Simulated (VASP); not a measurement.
# KBeBr (P4/nmm) in VASP: notebook, part 2 of 2

VASP 6.6.1. The steps go on from the part before.

**4. Relaxation of cell and atoms, PBE**

This run uses another cell than the first one, of 47.87 Å³/atom.

The input, INCAR:

```
SYSTEM = KBeBr
  ALGO = Normal
  EDIFF = 1E-6
  EDIFFG = -0.01
  ENCUT = 600
  GGA = PE
  IBRION = 2
  ISIF = 3
  ISMEAR = 0
  LASPH = .True.
  LCHARG = .False.
  LREAL = .False.
  LWAVE = .False.
  NELM = 100
  NSW = 100
  PREC = Accurate
  SIGMA = 0.02
```

The input, KPOINTS:

```
k-points
0
Gamma
  6 6 4
  0 0 0
```

The input, POSCAR:

```
KBeBr
1.0
    6.0336374913      0.0000000000      0.0000000000
    0.0000000000      6.0336374913      0.0000000000
    0.0000000000      0.0000000000      7.8900098816
K Be Br
2 2 2
Direct
    0.5000000000      0.5000000000      0.5000000000
    0.0000000000      0.0000000000      0.5000000000
    0.0000000000      0.0000000000      0.0000000000
    0.5000000000      0.5000000000      0.0000000000
    0.5000000000      0.0000000000      0.6404367037
    0.0000000000      0.5000000000      0.3595632963
```

Potentials or basis: VASP PAW PBE potentials, release 64 (K_sv, Be, Br).

Command:

```
$ cat potpaw_PBE.64/K_sv/POTCAR potpaw_PBE.64/Be/POTCAR potpaw_PBE.64/Br/POTCAR > POTCAR
$ mpirun -np 1 vasp_std > vasp.out
```

OUTCAR:

```text
SYSTEM = KBeBr
   EDIFF = 1E-6
   EDIFFG = -0.01
   ENCUT = 600
   GGA = PE
   IBRION = 2
   ISIF = 3
   ISMEAR = 0
   LASPH = .True.
   LREAL = .False.
   NELM = 100
   NSW = 100
   PREC = Accurate

 ion  position               nearest neighbor table
   1  0.500  0.500  0.500-   5 3.21   6 3.21   5 3.21   6 3.21
   2  0.000  0.000  0.500-   5 3.21   6 3.21   6 3.21   5 3.21
   3  0.000  0.000  0.000-
   4  0.500  0.500  0.000-
   5  0.500  0.000  0.640-   1 3.21   2 3.21   1 3.21   2 3.21
   6  0.000  0.500  0.360-   1 3.21   2 3.21   2 3.21   1 3.21

  LATTYP: Found a simple tetragonal cell.
 ALAT       =     6.0336374913
 C/A-ratio  =     1.3076705210

  Lattice vectors:

 A1 = (   6.0336374913,   0.0000000000,   0.0000000000)
 A2 = (   0.0000000000,   6.0336374913,   0.0000000000)
 A3 = (   0.0000000000,   0.0000000000,   7.8900098816)

Analysis of symmetry for initial positions (statically):
=====================================================================
 Subroutine PRICEL returns:
 Original cell was already a primitive cell.

 Routine SETGRP: Setting up the symmetry group for a
 simple tetragonal supercell.

 Subroutine GETGRP returns: Found 16 space group operations
 (whereof  8 operations were pure point group operations)
 out of a pool of 16 trial point group operations.

The static configuration has the point symmetry D_2d.
 The point group associated with its full space group is D_4h.

Analysis of symmetry for dynamics (positions and initial velocities):
=====================================================================
 Subroutine PRICEL returns:
 Original cell was already a primitive cell.

 Routine SETGRP: Setting up the symmetry group for a
 simple tetragonal supercell.

 Subroutine GETGRP returns: Found 16 space group operations
[... 136 lines left out ...]
   LORBIT       =      0    0 simple, 1 ext, 2 COOP (PROOUT), +10 PAW based schemes
   GGA     = PE    functional components
   LHFCALC =     F    Hartree Fock is set to
   AEXX    =    0.0000 exact exchange contribution
   IVDW    =     0    specifies the selected vdW correction
   LEPSILON=     F    determine dielectric tensor
   LRPA    =     F    only Hartree local field effects (RPA)
 conjugate gradient relaxation of ions
 non-spin polarized calculation
 Gauss-broadening in eV      SIGMA  =   0.02
  energy-cutoff  :      600.00
  volume of cell :      287.23
 maximum number of plane-waves:      9632
   NGX = 25   NGY = 25   NGZ = 31

--------------------------------------- Ionic step        1  -------------------------------------------

 number of electron      35.9999994 magnetization

 Free energy of the ion-electron system (eV)
  ---------------------------------------------------
  ext. energy  EPLUGINS =         0.00000000
  ---------------------------------------------------
  free energy    TOTEN  =       -12.20985497 eV

  energy without entropy =      -12.20985497  energy(sigma->0) =      -12.20985497

------------------------ aborting loop because EDIFF is reached ----------------------------------------

  FORCE on cell =-STRESS in cart. coord.  units (eV):
  Direction    XX          YY          ZZ          XY          YZ          ZX
  --------------------------------------------------------------------------------------
  -------------------------------------------------------------------------------------
  Total        0.1200211      0.1200211     -0.1253866      0.0000000      0.0000000      0.0000000
  in kB        0.6694718      0.6694718     -0.6994001      0.0000000      0.0000000      0.0000000
  external PRESSURE =       0.2131812 kB  Pullay stress =       0.0000000 kB
[... 267 lines left out ...]
--------------------------------------- Ionic step        8  -------------------------------------------

 number of electron      36.0000000 magnetization

 Free energy of the ion-electron system (eV)
  ---------------------------------------------------
  ext. energy  EPLUGINS =         0.00000000
  ---------------------------------------------------
  free energy    TOTEN  =       -12.21217472 eV

  energy without entropy =      -12.21217472  energy(sigma->0) =      -12.21217472

 E-fermi :  -1.4971     XC(G=0):  -5.9788

 val. band max:       -1.6394686562   @ k =   0.0000   0.0000   0.5000
 cond. band min:       0.0121648187   @ k =   0.0000   0.0000   0.5000
 fundamental gap:      1.6516334749
 Fermi energy:        -1.4971294345

 k-point     1 :       0.0000    0.0000    0.0000
  band No.  band energies     occupation
      1     -31.2068      2.00000
      2     -31.1970      2.00000
      3     -15.2830      2.00000
      4     -15.1947      2.00000
      5     -14.7494      2.00000
      6     -14.7494      2.00000
[... 589 lines left out ...]
     21       1.4573      0.00000
     22       1.4573      0.00000

 [... further k-points ...]

------------------------ aborting loop because EDIFF is reached ----------------------------------------

  FORCE on cell =-STRESS in cart. coord.  units (eV):
  Direction    XX          YY          ZZ          XY          YZ          ZX
  --------------------------------------------------------------------------------------
  -------------------------------------------------------------------------------------
  Total        0.0024557      0.0024557      0.0562543      0.0000000      0.0000000      0.0000000
  in kB        0.0139179      0.0139179      0.3188321      0.0000000      0.0000000      0.0000000
  external PRESSURE =       0.1155560 kB  Pullay stress =       0.0000000 kB
[... 21 lines left out ...]
  FREE ENERGIE OF THE ION-ELECTRON SYSTEM (eV)
  ---------------------------------------------------
  free  energy   TOTEN  =       -12.2121747220 eV

  energy  without entropy=      -12.2121747220  energy(sigma->0) =      -12.21217472

 reached required accuracy - stopping structural energy minimisation
```

OSZICAR:

```text
N       E                     dE             d eps       ncg     rms          rms(c)
DAV:   1     0.271619074175E+03    0.27162E+03   -0.15371E+04  1328   0.144E+03
DAV:   2     0.212719696174E+02   -0.25035E+03   -0.24264E+03  1626   0.308E+02
DAV:   3    -0.120693509244E+02   -0.33341E+02   -0.33225E+02  2164   0.102E+02
[... 73 lines left out ...]
DAV:   5    -0.122121448514E+02    0.26395E-03   -0.18425E-03  2538   0.234E-01    0.420E-02
DAV:   6    -0.122121490910E+02   -0.42397E-05   -0.15984E-04  1522   0.730E-02    0.260E-02
DAV:   7    -0.122121666253E+02   -0.17534E-04   -0.39338E-05  1992   0.362E-02    0.115E-02
DAV:   8    -0.122121715763E+02   -0.49510E-05   -0.13406E-05  1392   0.206E-02    0.388E-03
DAV:   9    -0.122121750522E+02   -0.34758E-05   -0.59083E-06  1338   0.126E-02    0.334E-03
DAV:  10    -0.122121747220E+02    0.33018E-06   -0.75920E-07   990   0.460E-03
   8 F= -.12212175E+02 E0= -.12212175E+02  d E =-.126319E-02
```

CONTCAR:

```text
KBeBr
   1.00000000000000
     6.0850527324340478    0.0000000000000000    0.0000000000000000
     0.0000000000000000    6.0850527324340478   -0.0000000000000000
     0.0000000000000000    0.0000000000000000    7.6344109354889094
  K               Be              Br
     2     2     2
Direct
     0.5000000000000000    0.5000000000000000    0.5000000000000000
     1.0000000000000000    0.0000000000000000    0.5000000000000000
     1.0000000000000000    1.0000000000000000    0.0000000000000000
     0.5000000000000000    0.5000000000000000    0.0000000000000000
     0.5000000000000000    0.0000000000000000    0.6393650759418843
     0.0000000000000000    0.5000000000000000    0.3606349240581159

  0.00000000E+00  0.00000000E+00  0.00000000E+00
  0.00000000E+00  0.00000000E+00  0.00000000E+00
  0.00000000E+00  0.00000000E+00  0.00000000E+00
  0.00000000E+00  0.00000000E+00  0.00000000E+00
  0.00000000E+00  0.00000000E+00  0.00000000E+00
  0.00000000E+00  0.00000000E+00  0.00000000E+00
```

Wall time 7.9 min (1 thread of Intel Xeon 6975P-C (Granite Rapids), shared host); peak memory 0.58 GiB.

Results:

```yaml
Free_energy: -12.2122 eV
Relaxed_volume: 47.11 Å³/atom
Relaxed_cell: a = 6.085 Å, b = 6.085 Å, c = 7.634 Å, α = 90.00°, β = 90.00°, γ = 90.00°
Space_group_after_relaxing_to_0.1_Å: P4/nmm (No. 129)
Energy_gained_by_relaxing: 0.4 meV/atom
Ionic_steps: 8
Pressure_after_relaxing: 0.0 GPa
Largest_force_after_relaxing: 0.006 eV/Å
Band_gap_on_the_k_mesh: 1.65 eV
```

Forces on the atoms (eV/Å):
```
K    0.000  0.000  0.000
K    0.000  0.000  0.000
Be   0.000  0.000  0.000
Be   0.000  0.000  0.000
Br   0.000  0.000  0.006
Br   0.000  0.000 -0.006
```

The path:
| step | energy change (eV) | largest force (eV/Å) | pressure (GPa) | volume (Å³) |
| --- | --- | --- | --- | --- |
| 1 | 0.0000 | 0.0025 | 0.02 | 287.23 |
| 2 | -0.0003 | 0.0003 | 0.01 | 287.50 |
| 3 | -0.0009 | 0.0088 | -0.03 | 288.29 |
| 4 | -0.0006 | 0.0264 | -0.11 | 289.85 |
| 5 | -0.0011 | 0.0169 | -0.06 | 288.84 |
| 6 | -0.0014 | 0.0133 | -0.05 | 288.22 |
| 7 | -0.0022 | 0.0068 | -0.03 | 286.38 |
| 8 | -0.0023 | 0.0056 | 0.01 | 282.69 |

Final structure:
```xyz
6
Lattice="6.0851 0.0000 0.0000 0.0000 6.0851 0.0000 0.0000 0.0000 7.6344" Properties=species:S:1:pos:R:3 pbc="T T T"
K     3.0425    3.0425    3.8172
K     6.0851    0.0000    3.8172
Be    6.0851    6.0851    0.0000
Be    3.0425    3.0425    0.0000
Br    3.0425    0.0000    4.8812
Br    0.0000    3.0425    2.7532
```

A k mesh can miss the band edges.

**5. Single point, PBE**

This run uses another cell than the first one, of 47.87 Å³/atom.

The input, INCAR:

```
PREC = Accurate ; ENCUT = 520
EDIFF = 1E-7 ; ISMEAR = 0
SIGMA = 0.1 ; LREAL = False
LASPH = True ; NELM = 100
ALGO = Normal ; ISIF = 2
LWAVE = False ; LCHARG = False
GGA = PE ; NBANDS = 27
```

The input, KPOINTS:

```
regular mesh
0
Gamma
  4 4 4
```

POSCAR is that of step 4.

Command:

```
$ cat potpaw_PBE.64/K_sv/POTCAR potpaw_PBE.64/Be/POTCAR potpaw_PBE.64/Br/POTCAR > POTCAR
$ mpirun -np 1 vasp_std > vasp.out
```

It took 80 s on 1 thread of Intel Xeon 6975P-C (Granite Rapids), shared host; peak memory 0.44 GiB.

The run converged. Its results:

```
Free energy            : -12.2097 eV
Pressure               : 0.0 GPa
Band gap on the k mesh : 1.61 eV
```

Forces in eV/Å, atoms in the order of the input:
```
K    0.000  0.000  0.000
K    0.000  0.000  0.000
Be   0.000  0.000  0.000
Be   0.000  0.000  0.000
Br   0.000  0.000  0.003
Br   0.000  0.000 -0.003
```

Stress tensor (GPa, compression positive):
```
 0.06  0.00  0.00
 0.00  0.06  0.00
 0.00  0.00 -0.08
```

Levels at points of the mesh, in eV from the valence-band top:
```
           k point  band 16  band 17  band 18  band 19  band 20  band 21
(0.00, 0.00, 0.00)    -1.80    -1.19    -0.06     2.32     2.44     2.44
(0.50, 0.00, 0.00)    -1.87    -0.66    -0.66     2.65     2.65     3.13
(0.50, 0.50, 0.00)    -1.74    -0.58    -0.58     1.74     1.74     2.79
(0.00, 0.00, 0.50)    -1.82    -0.89     0.00     1.61     2.41     2.41
(0.50, 0.00, 0.50)    -1.79    -0.66    -0.66     2.43     2.43     3.07
(0.50, 0.50, 0.50)    -1.76    -0.55    -0.55     1.91     1.91     2.69
```

A k mesh can miss the band edges.

**6. Relaxation of cell and atoms, PBE**

The input, INCAR:

```
PREC = Accurate ; ENCUT = 600
EDIFF = 1E-6 ; ISMEAR = 0
SIGMA = 0.1 ; LREAL = F
LASPH = T ; NELM = 100
ALGO = Normal ; ISIF = 3
LWAVE = F ; LCHARG = F
GGA = PE ; IBRION = 2
NSW = 90 ; EDIFFG = -0.04
```

KPOINTS is that of step 5.

The input, POSCAR:

```
KBeBr
1.0
    4.7054698000      0.0000000000      0.0000000000
    0.0000000000      4.7054698000      0.0000000000
    0.0000000000      0.0000000000      6.6545392000
K Be Br
2 2 2
Direct
    0.5000000000      0.5000000000      0.5000000000
    0.0000000000      0.0000000000      0.5000000000
    0.0000000000      0.0000000000      0.0000000000
    0.5000000000      0.5000000000      0.0000000000
    0.5000000000      0.0000000000      0.7500000000
    0.0000000000      0.5000000000      0.2500000000
```

Potentials or basis: VASP PAW PBE potentials, release 64 (K_sv, Be, Br).

Command:

```
$ cat potpaw_PBE.64/K_sv/POTCAR potpaw_PBE.64/Be/POTCAR potpaw_PBE.64/Br/POTCAR > POTCAR
$ mpirun -np 1 vasp_std > vasp.out
```

Wall time 7.8 min (1 thread of Intel Xeon 6975P-C (Granite Rapids), shared host); peak memory 0.33 GiB.

The run converged. Its results:

| Quantity | Value |
| --- | --- |
| Free energy | -12.1945 eV |
| Relaxed volume | 46.79 Å³/atom |
| Relaxed cell | a = 5.994 Å, b = 5.994 Å, c = 7.814 Å, α = 90.00°, β = 90.00°, γ = 90.00° |
| Space group after relaxing (to 0.1 Å) | P4/nmm (No. 129) |
| Energy gained by relaxing | 514.0 meV/atom |
| Ionic steps | 17 |
| Pressure after relaxing | 0.0 GPa |
| Largest force after relaxing | 0.037 eV/Å |
| Band gap on the k mesh | 1.54 eV |

Forces in eV/Å, atoms in the order of the input:
```
K    0.000  0.000  0.000
K    0.000  0.000  0.000
Be   0.000  0.000  0.000
Be   0.000  0.000  0.000
Br   0.000  0.000 -0.037
Br   0.000  0.000  0.037
```

Stress tensor (GPa, compression positive):
```
 0.02  0.00  0.00
 0.00  0.02  0.00
 0.00  0.00 -0.10
```

The path:
| step | energy change (eV) | largest force (eV/Å) | pressure (GPa) | volume (Å³) |
| --- | --- | --- | --- | --- |
| 1 | 0.0000 | 0.2053 | 13.30 | 147.34 |
| 2 | -2.1370 | 0.6478 | 2.93 | 195.22 |
| 3 | -2.4050 | 0.7808 | 0.98 | 217.90 |
| 4 | -2.3638 | 0.9045 | -0.90 | 268.39 |
| 5 | -2.4583 | 0.8581 | -0.19 | 241.66 |
| 6 | -2.4605 | 0.8494 | -0.06 | 238.19 |
| 7 | -2.5888 | 0.7405 | -0.07 | 240.46 |
| 8 | -2.8452 | 0.4657 | -0.11 | 246.53 |
| 9 | -2.8272 | 0.1541 | -0.05 | 254.80 |
| 10 | -2.9168 | 0.2912 | -0.13 | 251.23 |
| 11 | -2.9546 | 0.2489 | 0.03 | 248.61 |
| 12 | -3.0015 | 0.1046 | 0.55 | 242.03 |
| 13 | -3.0296 | 0.0975 | 0.39 | 248.35 |
| 14 | -3.0746 | 0.0755 | 0.05 | 267.75 |
| 15 | -3.0805 | 0.0689 | -0.03 | 275.86 |
| 16 | -3.0817 | 0.0653 | -0.08 | 281.23 |
| 17 | -3.0842 | 0.0366 | -0.02 | 280.76 |

Final structure:
```xyz
6
Lattice="5.9942 0.0000 0.0000 0.0000 5.9942 0.0000 0.0000 0.0000 7.8139" Properties=species:S:1:pos:R:3 pbc="T T T"
K     2.9971    2.9971    3.9070
K     0.0000    5.9942    3.9070
Be    0.0000    0.0000    0.0000
Be    2.9971    2.9971    0.0000
Br    2.9971    0.0000    5.0923
Br    0.0000    2.9971    2.7216
```

Levels at points of the mesh, in eV from the valence-band top:
| k point | band 14 | band 15 | band 16 | band 17 | band 18 | band 19 | band 20 | band 21 | band 22 |
| --- | --- | --- | --- | --- | --- | --- | --- | --- | --- |
| (0.00, 0.00, 0.00) | -1.94 | -1.92 | -1.92 | -1.22 | -0.07 | 2.26 | 2.43 | 2.43 | 3.12 |
| (0.50, 0.00, 0.00) | -2.00 | -1.99 | -1.99 | -0.65 | -0.65 | 2.62 | 2.62 | 3.13 | 3.13 |
| (0.50, 0.50, 0.00) | -2.00 | -1.85 | -1.85 | -0.56 | -0.56 | 1.71 | 1.71 | 2.80 | 2.80 |
| (0.00, 0.00, 0.50) | -2.01 | -1.94 | -1.94 | -0.89 | 0.00 | 1.54 | 2.40 | 2.40 | 2.78 |
| (0.50, 0.00, 0.50) | -2.00 | -1.90 | -1.90 | -0.65 | -0.65 | 2.40 | 2.40 | 3.05 | 3.05 |
| (0.50, 0.50, 0.50) | -2.12 | -1.87 | -1.87 | -0.53 | -0.53 | 1.89 | 1.89 | 2.68 | 2.68 |

Caveat: the volume moved by over 15 % at a fixed basis, so the end points are rough.

**7. The runs side by side**

```csv
task,cell,k mesh,cutoff (eV),smearing,gap on the mesh (eV),pressure (GPa),relaxed volume (Å³/atom),largest force (eV/Å)
single point,"a = 4.705, b = 4.705, c = 6.655 Å, 6 atoms, atomic positions A",4 × 4 × 4,520,gaussian 0.1 eV,none,13.3,-,0.20
single point,"a = 6.085, b = 6.085, c = 7.732 Å, 6 atoms, atomic positions B",6 × 6 × 4,520,gaussian 0.02 eV,1.66,0.0,-,0.01
relaxation of cell and atoms,"relaxed from a = 6.034, b = 6.034, c = 7.890 Å, 6 atoms, atomic positions C",6 × 6 × 4,600,gaussian 0.02 eV,1.65,0.0,47.11,0.01
single point,"a = 6.034, b = 6.034, c = 7.890 Å, 6 atoms, atomic positions C",4 × 4 × 4,520,gaussian 0.1 eV,1.61,0.0,-,-
relaxation of cell and atoms,"relaxed from a = 4.705, b = 4.705, c = 6.655 Å, 6 atoms, atomic positions A",4 × 4 × 4,600,gaussian 0.1 eV,1.54,0.0,46.79,0.04
```

Alike in all rows: level PBE; potentials or basis VASP PAW PBE potentials, release 64 (K_sv, Be, Br); no spin polarisation.

Caveats: the cell stands under pressure (at least some runs); the volume moved by over 15 % at a fixed basis, so the end points are rough (at least some runs).

Total energies depend on the potentials used, so only differences within one code and one set of settings carry meaning.
